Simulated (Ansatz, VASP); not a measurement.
# Hf3H: VASP beside Ansatz

Contents of INCAR:

```
SYSTEM = Hf3H
PREC     = Accurate       ! precision mode
ENCUT    = 520            ! plane-wave cutoff, eV
EDIFF    = 1E-6           ! SCF threshold, eV
ISMEAR   = 0              ! smearing method
SIGMA    = 0.1            ! smearing width, eV
LREAL    = .False.        ! projectors in reciprocal space
LASPH    = .True.         ! aspherical terms in the spheres
NELM     = 150            ! most SCF steps
ALGO     = Normal         ! electronic algorithm
ISIF     = 2              ! what is computed and relaxed
LWAVE    = .False.        ! write WAVECAR
LCHARG   = .False.        ! write CHGCAR
ISPIN    = 2              ! spin polarisation
MAGMOM   = 0 0 0 1        ! initial moments
LORBIT   = 11             ! projections on sites
LMAXMIX  = 4              ! l up to which the mixer works
LDIPOL   = .True.       
IDIPOL   = 3            
DIPOL    = 0.5 0.5 0.352
GGA      = PE             ! functional
NBANDS   = 28             ! bands
```

KPOINTS

```
regular mesh
0
Gamma
  9 9 1
  0 0 0
```

File POSCAR:

```
Hf3H
1.0
    3.1715270182      0.0000000000      0.0000000000
   -1.5857635091      2.7466229666      0.0000000000
    0.0000000000      0.0000000000     21.9106216365
Hf H
3 1
Direct
    0.6666666667      0.3333333333      0.1825598592
    0.3333333333      0.6666666667      0.2946559641
    0.0000000000      0.0000000000      0.4066804577
    0.0000000000      0.0000000000      0.5258007658
```

Input for Ansatz:

```yaml
crystal:
  lattice:
    - [3.1715270182, 0.0, 0.0]
    - [-1.5857635091, 2.7466229666, 0.0]
    - [0.0, 0.0, 21.9106216365]
  atoms:
    - { symbol: Hf, position: [0.6666666667, 0.3333333333, 0.1825598592] }
    - { symbol: Hf, position: [0.3333333333, 0.6666666667, 0.2946559641] }
    - { symbol: Hf, position: [0.0, 0.0, 0.4066804577] }
    - { symbol: H, position: [0.0, 0.0, 0.5258007658], spin: 1.0 }
basis:
  ecutwfc: 420
kpoints:
  mp_grid: { grid: [9, 9, 1] }
hamiltonian:
  xc: pbe
scf:
  occupations: { method: gaussian, width: 0.1 }
output:
  forces: true
  eigenvalues: true
  populations: true
  write_density: true
  write_potential: true
  elf: true
  volumetric_format: npy
magnetization:
  spin_polarized: true
efield:
  axis: 3
  dipole_correction: true
  ramp_width: 0.04
```

Alike in both runs: task single point; functional PBE; k mesh 9 × 9 × 1; occupations gaussian, width 0.1 eV; collinear spin.

|  | VASP | Ansatz |
| --- | --- | --- |
| version | VASP 6.6.1 | Ansatz 0.2.0 |
| potentials or method | VASP PAW PBE potentials, release 64 (Hf_pv, H), cutoff 520 eV | scalar-relativistic, plane waves, PAW |
| valence electrons in the cell | 31 | 79 |

```csv
,VASP,Ansatz,Ansatz less VASP
gap on the k mesh at the Fermi level (eV),none,none,-
rms of the force components (eV/Å),0.702,0.712,+0.0102
net moment per atom (μB),0.02,0.13,+0.108
size of the moment on the site where the two differ most (μB),0.17,0.34,+0.169
```

The net moments are unlike, so the other rows may belong to different states. Site moments also hang on the region over which each program counts them. Atom by atom the forces differ by 0.021 eV/Å (rms over components). A gap of «none» marks a metal or a gap that the smearing closes. VASP's potentials hold 31 valence electrons a cell and Ansatz's 79, so a difference there can come from the potentials and not from the codes. Ansatz's warnings: xc potential rough in thin density.

Neither program's run includes spin-orbit coupling.
